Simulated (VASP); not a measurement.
A run of VASP 6.6.1:

Contents of INCAR:

```
SYSTEM = Ag
ALGO     = Normal         ! electronic algorithm
EDIFF    = 1E-7           ! SCF threshold, eV
EDIFFG   = -0.01          ! ionic threshold
ENCUT    = 600            ! plane-wave cutoff, eV
GGA      = RE             ! functional
IBRION   = 2              ! ionic algorithm
ISIF     = 3              ! what is computed and relaxed
ISMEAR   = -1             ! smearing method
LASPH    = .TRUE.         ! aspherical terms in the spheres
LCHARG   = .FALSE.        ! write CHGCAR
LREAL    = .FALSE.        ! projectors in reciprocal space
LWAVE    = .FALSE.        ! write WAVECAR
NELM     = 80             ! most SCF steps
NSW      = 80             ! ionic steps
PREC     = Accurate       ! precision mode
SIGMA    = 0.1            ! smearing width, eV
```

File KPOINTS:

```
k-points
0
G
  10 10 10
  0 0 0
```

File POSCAR:

```
Ag
1.0
    0.0000000000      2.8449690438      2.8449690438
    2.8449690438      0.0000000000      2.8449690438
    2.8449690438      2.8449690438      0.0000000000
Ag
2
Direct
    0.1250000000      0.1250000000      0.1250000000
    0.8750000000      0.8750000000      0.8750000000
```

Potentials or basis: VASP PAW PBE potentials, release 64 (Ag).

The run is started by

```bash
$ cat potpaw_PBE.64/Ag/POTCAR > POTCAR
$ mpirun -np 1 vasp_std > vasp.out
```

Hardware: 1 thread of AMD EPYC 7R43 64-Core Processor (Zen 3), on a shared host.

Problem. How long does it take, and how much memory?

Solution. Run time: 100 s on 1 thread of AMD EPYC 7R43 64-Core Processor (Zen 3), with other jobs on the host, peak memory 0.16 GiB. Counts: scf iterations 41, k points 47, ion steps 4.
